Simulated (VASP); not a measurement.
# Zr3TiC4 (Pm-3m) in VASP: single point with PBE

Aim: the single point of Zr3TiC4 with PBE.

All numbers are computed with VASP 6.6.1; they aren't measurements. Logs are shortened: lines on timing, memory, paths and dates and some standing lists are left out, and cuts for length are marked.

### Step 1. The cell of the first run

Symmetry: Pm-3m, No. 221, cubic system. The conventional cell has a = 4.631 Å, b = 4.631 Å, c = 4.631 Å, α = 90.00°, β = 90.00°, γ = 90.00°. Within 3.1 Å of Zr (site symmetry 4/mmm) lie 6 C at 2.32 Å. Within 3.1 Å of Ti (site symmetry m-3m) lie 6 C at 2.32 Å. Within 3.1 Å of C (site symmetry m-3m) lie 6 Zr at 2.32 Å. Within 3.1 Å of C (site symmetry 4/mmm) lie 4 Zr at 2.32 Å and 2 Ti at 2.32 Å.

### Step 2. Single point, PBE

The input, POSCAR:

```
Zr3TiC4
1.0
    4.6313394000      0.0000000000      0.0000000000
    0.0000000000      4.6313394000      0.0000000000
    0.0000000000      0.0000000000      4.6313394000
Zr Ti C
3 1 4
Direct
    0.5000000000      0.0000000000      0.5000000000
    0.0000000000      0.5000000000      0.5000000000
    0.5000000000      0.5000000000      0.0000000000
    0.0000000000      0.0000000000      0.0000000000
    0.5000000000      0.5000000000      0.5000000000
    0.0000000000      0.5000000000      0.0000000000
    0.5000000000      0.0000000000      0.0000000000
    0.0000000000      0.0000000000      0.5000000000
```

The input, INCAR.step1:

```
SYSTEM = Zr3TiC4
PREC = Accurate
ENCUT = 520
EDIFF = 1E-6
ISMEAR = 0
SIGMA = 0.1
LREAL = .FALSE.
LASPH = .TRUE.
NELM = 60
ALGO = Normal
ISIF = 2
LWAVE = .FALSE.
LCHARG = .TRUE.
LMAXMIX = 4
GGA = PE
NBANDS = 42
```

The input, KPOINTS.step1:

```
regular mesh
0
G
  8 8 8
  0 0 0
```

The input, INCAR.step2:

```
SYSTEM = Zr3TiC4
PREC = Accurate
ENCUT = 520
EDIFF = 1E-6
ISMEAR = -5
SIGMA = 0.1
LREAL = .FALSE.
LASPH = .TRUE.
NELM = 60
ALGO = Normal
ISIF = 2
LWAVE = .FALSE.
LCHARG = .FALSE.
LMAXMIX = 4
GGA = PE
LORBIT = 11
NBANDS = 42
NEDOS = 1001
ICHARG = 11
```

The input, KPOINTS.step2:

```
regular mesh
0
G
  12 12 12
  0 0 0
```

Potentials or basis: VASP PAW PBE potentials, release 64 (Zr_sv, Ti_sv, C).

Command:

```bash
$ cat potpaw_PBE.64/Zr_sv/POTCAR potpaw_PBE.64/Ti_sv/POTCAR potpaw_PBE.64/C/POTCAR > POTCAR
$ cp INCAR.step1 INCAR
$ cp KPOINTS.step1 KPOINTS
$ mpirun -np 1 vasp_std > vasp.out
$ cp INCAR.step2 INCAR
$ cp KPOINTS.step2 KPOINTS
$ mpirun -np 1 vasp_std > vasp.out
```

OUTCAR:

```text
SYSTEM = Zr3TiC4
   PREC = Accurate
   ENCUT = 520
   EDIFF = 1E-6
   ISMEAR = -5
   LREAL = .FALSE.
   LASPH = .TRUE.
   NELM = 60
   ISIF = 2
   GGA = PE
   LORBIT = 11
   ICHARG = 11

 ion  position               nearest neighbor table
   1  0.500  0.000  0.500-   5 2.32   7 2.32   8 2.32   7 2.32   5 2.32   8 2.32   3 3.27   4 3.27
                             2 3.27   2 3.27   3 3.27   3 3.27   3 3.27   2 3.27   4 3.27   4 3.27
   2  0.000  0.500  0.500-   5 2.32   6 2.32   8 2.32   6 2.32   8 2.32   5 2.32   3 3.27   4 3.27
                             1 3.27   1 3.27   4 3.27   3 3.27   4 3.27   1 3.27   3 3.27   4 3.27
   3  0.500  0.500  0.000-   5 2.32   6 2.32   7 2.32   5 2.32   7 2.32   6 2.32   1 3.27   2 3.27
                             1 3.27   1 3.27   4 3.27   2 3.27   1 3.27   2 3.27   4 3.27   4 3.27
   4  0.000  0.000  0.000-   6 2.32   7 2.32   8 2.32   8 2.32   6 2.32   7 2.32   1 3.27   2 3.27
                             1 3.27   2 3.27   3 3.27   2 3.27   2 3.27   1 3.27   3 3.27   3 3.27
   5  0.500  0.500  0.500-   1 2.32   2 2.32   3 2.32   3 2.32   1 2.32   2 2.32
   6  0.000  0.500  0.000-   2 2.32   3 2.32   4 2.32   2 2.32   4 2.32   3 2.32
   7  0.500  0.000  0.000-   1 2.32   3 2.32   4 2.32   1 2.32   3 2.32   4 2.32
   8  0.000  0.000  0.500-   1 2.32   2 2.32   4 2.32   4 2.32   2 2.32   1 2.32

  LATTYP: Found a simple cubic cell.
 ALAT       =     4.6313394000

  Lattice vectors:

 A1 = (   4.6313394000,   0.0000000000,   0.0000000000)
 A2 = (   0.0000000000,   4.6313394000,   0.0000000000)
 A3 = (   0.0000000000,   0.0000000000,   4.6313394000)

Analysis of symmetry for initial positions (statically):
=====================================================================
 Subroutine PRICEL returns:
 Original cell was already a primitive cell.

 Routine SETGRP: Setting up the symmetry group for a
 simple cubic supercell.

 Subroutine GETGRP returns: Found 48 space group operations
 (whereof 48 operations were pure point group operations)
 out of a pool of 48 trial point group operations.

The static configuration has the point symmetry O_h .

Analysis of symmetry for dynamics (positions and initial velocities):
=====================================================================
 Subroutine PRICEL returns:
 Original cell was already a primitive cell.

 Routine SETGRP: Setting up the symmetry group for a
 simple cubic supercell.

 Subroutine GETGRP returns: Found 48 space group operations
 (whereof 48 operations were pure point group operations)
 out of a pool of 48 trial point group operations.

The dynamic configuration has the point symmetry O_h .

 Subroutine INISYM returns: Found 48 space group operations
 (whereof 48 operations are pure point group operations),
 and found     1 'primitive' translations

----------------------------------------------------------------------------------------

                                     Primitive cell

  volume of cell :      99.3390

  direct lattice vectors                    reciprocal lattice vectors
     4.631339400  0.000000000  0.000000000     0.215920258  0.000000000  0.000000000
     0.000000000  4.631339400  0.000000000     0.000000000  0.215920258  0.000000000
     0.000000000  0.000000000  4.631339400     0.000000000  0.000000000  0.215920258

  length of vectors
     4.631339400  4.631339400  4.631339400     0.215920258  0.215920258  0.215920258

  position of ions in fractional coordinates (direct lattice)
     0.500000000  0.000000000  0.500000000
     0.000000000  0.500000000  0.500000000
     0.500000000  0.500000000  0.000000000
     0.000000000  0.000000000  0.000000000
     0.500000000  0.500000000  0.500000000
     0.000000000  0.500000000  0.000000000
     0.500000000  0.000000000  0.000000000
     0.000000000  0.000000000  0.500000000

  ion indices of the primitive-cell ions
   primitive index   ion index
                 1           1
                 2           2
                 3           3
                 4           4
                 5           5
                 6           6
                 7           7
                 8           8

----------------------------------------------------------------------------------------

 KPOINTS: regular mesh

Automatic generation of k-mesh.
 Grid dimensions read from file:
 generate k-points for:   12   12   12

 Generating k-lattice:

  Cartesian coordinates                     Fractional coordinates (reciprocal lattice)
     0.017993355  0.000000000  0.000000000     0.083333333  0.000000000  0.000000000
     0.000000000  0.017993355  0.000000000     0.000000000  0.083333333  0.000000000
     0.000000000  0.000000000  0.017993355     0.000000000  0.000000000  0.083333333

  Length of vectors
     0.017993355  0.017993355  0.017993355

  Shift w.r.t. Gamma in fractional coordinates (k-lattice)
     0.000000000  0.000000000  0.000000000

 TETIRR: Found    854 inequivalent tetrahedra from    10368

 Subroutine IBZKPT returns following result:
 ===========================================

 Found     84 irreducible k-points:

 Following reciprocal coordinates:
            Coordinates               Weight
  0.000000  0.000000  0.000000      1.000000
  0.083333  0.000000  0.000000      6.000000
  0.166667  0.000000  0.000000      6.000000
  0.250000  0.000000  0.000000      6.000000
  0.333333  0.000000  0.000000      6.000000
  0.416667  0.000000  0.000000      6.000000
[... 16 lines left out ...]
  0.333333  0.333333  0.000000     12.000000
  0.416667  0.333333  0.000000     24.000000
 [... further k-points ...]
   k-points           NKPTS =     84   k-points in BZ     NKDIM =     84   number of bands    NBANDS=     42
   number of dos      NEDOS =   1001   number of ions     NIONS =      8
   total plane-waves  NPLWV =  46656
   dimension x,y,z NGX =    36 NGY =   36 NGZ =   36
   dimension x,y,z NGXF=    72 NGYF=   72 NGZF=   72
   ions per type =               3   1   4
   NGX,Y,Z   is equivalent  to a cutoff of  12.92, 12.92, 12.92 a.u.
   NGXF,Y,Z  is equivalent  to a cutoff of  25.85, 25.85, 25.85 a.u.
 SYSTEM =  Zr3TiC4
   PREC   = accura    normal or accurate (medium, high low for compatibility)
   ISTART =      0    job   : 0-new  1-cont  2-samecut
   ICHARG =     11    charge: 1-file 2-atom 10-const
   ISPIN  =      1    spin polarized calculation?
   LNONCOLLINEAR =      F non collinear calculations
   LSORBIT =      F    spin-orbit coupling
   LASPH  =      T    aspherical Exc in radial PAW
   ENCUT  =  520.0 eV  38.22 Ry    6.18 a.u.   8.61  8.61  8.61*2*pi/ulx,y,z
   NELM   =     60;   NELMIN=  2; NELMDL=  0     # of ELM steps
   EDIFF  = 0.1E-05   stopping-criterion for ELM
   LREAL  =      F    real-space projection
   EDIFFG = 0.1E-04   stopping-criterion for IOM
   NSW    =      0    number of steps for IOM
   IBRION =     -1    ionic relax: 0-MD 1-quasi-New 2-CG
   NFREE  =      0    steps in history (QN), initial steepest desc. (CG)
   ISIF   =      2    stress and relaxation
   ISYM   =      2    0-nonsym 1-usesym 2-fastsym
   POTIM  = 0.5000    time-step for ionic-motion
   TEBEG  =    0.0;   TEEND  =   0.0 temperature during run
   PSTRESS=    0.0 pullay stress
   NELECT =      64.0000    total number of electrons
   NUPDOWN=      -1.0000    fix difference up-down
   EMIN   =  10.00;   EMAX   =-10.00  energy-range for DOS
   EFERMI =   0.00;   METHOD = LEGACY
   ISMEAR =    -5;   SIGMA  =   0.10  broadening in eV -4-tet -1-fermi 0-gaus
   EFERMI_NEDOS =   21; number of points for ismear=-14 and -15
   IALGO  =     38    algorithm
   IMIX   =      4    mixing-type and parameters
     AMIX     =   0.40;   BMIX     =  1.00
     AMIX_MAG =   1.60;   BMIX_MAG =  1.00
  volume/ion in A,a.u.               =      12.42        83.80
  Fermi-wavevector in a.u.,A,eV,Ry     =   1.413931  2.671942 27.200779  1.999201
  Thomas-Fermi vector in A             =   2.535526
   LORBIT       =     11    0 simple, 1 ext, 2 COOP (PROOUT), +10 PAW based schemes
   GGA     = PE    functional components
   LHFCALC =     F    Hartree Fock is set to
   AEXX    =    0.0000 exact exchange contribution
   IVDW    =     0    specifies the selected vdW correction
   LEPSILON=     F    determine dielectric tensor
   LRPA    =     F    only Hartree local field effects (RPA)
 non-spin polarized calculation
 Fermi weights with tetrahedron method with Bloechl corrections
  energy-cutoff  :      520.00
  volume of cell :       99.34
 maximum number of plane-waves:      2721
 NGX is ok and might be reduce to    36

 number of electron      64.0000004 magnetization

 Free energy of the ion-electron system (eV)
  ---------------------------------------------------
  ext. energy  EPLUGINS =         0.00000000
  ---------------------------------------------------
  free energy    TOTEN  =       -76.57492445 eV

  energy without entropy =      -76.57492445  energy(sigma->0) =      -76.57492445

 E-fermi :   9.4473     XC(G=0): -12.1909

 val. band max:        9.5075079701   @ k =   0.0833   0.0833   0.0833
 cond. band min:       9.4089745711   @ k =   0.4167   0.0833   0.0000
 fundamental gap:     -0.0985333990
 Fermi energy:         9.4473041929

 k-point     1 :       0.0000    0.0000    0.0000
  band No.  band energies     occupation
      1     -47.6174      2.00000
      2     -38.5168      2.00000
      3     -38.3939      2.00000
      4     -38.3939      2.00000
      5     -23.8475      2.00000
      6     -23.8475      2.00000
[... 34 lines left out ...]
     41      13.2231      0.00000
     42      13.3160      0.00000
[... 994 lines left out ...]
      2     -38.4604      2.00000
      3     -38.4305      2.00000
      4     -38.4134      2.00000
      5     -23.8493      2.00000
      6     -23.8487      2.00000
[... 34 lines left out ...]
     41      14.0090      0.00000
     42      14.3734      0.00000

 [... further k-points ...]

------------------------ aborting loop because EDIFF is reached ----------------------------------------

  FORCE on cell =-STRESS in cart. coord.  units (eV):
  Direction    XX          YY          ZZ          XY          YZ          ZX
  --------------------------------------------------------------------------------------
  -------------------------------------------------------------------------------------
  Total        0.1418811      0.1418811      0.1418811     -0.0000000      0.0000000     -0.0000000
  in kB        2.2883116      2.2883116      2.2883116     -0.0000000      0.0000000     -0.0000000
  external PRESSURE =       2.2883116 kB  Pullay stress =       0.0000000 kB

 VOLUME and BASIS-vectors are now :
 -----------------------------------------------------------------------------
  energy-cutoff  :      520.00
  volume of cell :       99.34
      direct lattice vectors                 reciprocal lattice vectors
     4.631339400  0.000000000  0.000000000     0.215920258  0.000000000  0.000000000
     0.000000000  4.631339400  0.000000000     0.000000000  0.215920258  0.000000000
     0.000000000  0.000000000  4.631339400     0.000000000  0.000000000  0.215920258

 POSITION                                       TOTAL-FORCE (eV/Angst)
 -----------------------------------------------------------------------------------
      2.31567      0.00000      2.31567         0.000000      0.000000      0.000000
      0.00000      2.31567      2.31567         0.000000      0.000000      0.000000
      2.31567      2.31567      0.00000         0.000000      0.000000      0.000000
      0.00000      0.00000      0.00000         0.000000      0.000000      0.000000
      2.31567      2.31567      2.31567         0.000000      0.000000      0.000000
      0.00000      2.31567      0.00000         0.000000      0.000000      0.000000
      2.31567      0.00000      0.00000         0.000000      0.000000      0.000000
      0.00000      0.00000      2.31567         0.000000      0.000000      0.000000
 -----------------------------------------------------------------------------------
    total drift:                                0.000000      0.000000      0.000000

  FREE ENERGIE OF THE ION-ELECTRON SYSTEM (eV)
  ---------------------------------------------------
  free  energy   TOTEN  =       -76.5749244461 eV

  energy  without entropy=      -76.5749244461  energy(sigma->0) =      -76.57492445

 total charge

# of ion       s       p       d       tot
------------------------------------------
    1        2.182   6.051   1.668   9.901
    2        2.182   6.051   1.668   9.901
    3        2.182   6.051   1.668   9.901
    4        2.165   6.170   1.809  10.144
    5        0.891   1.504   0.000   2.396
    6        0.888   1.464   0.000   2.352
    7        0.888   1.464   0.000   2.352
    8        0.888   1.464   0.000   2.352
--------------------------------------------------
tot         12.266  30.221   6.813  49.299
```

Run time: 4.2 min. Hardware: 1 thread of Intel Xeon 6975P-C (Granite Rapids), shared host; peak memory 0.41 GiB.

Results:

- Valence electrons inside the program's atomic spheres: Zr 9.90; Ti 10.14; C 2.40, 2.35 (each value once)

Caveat: tetrahedron occupations give inexact forces and stress in metals.
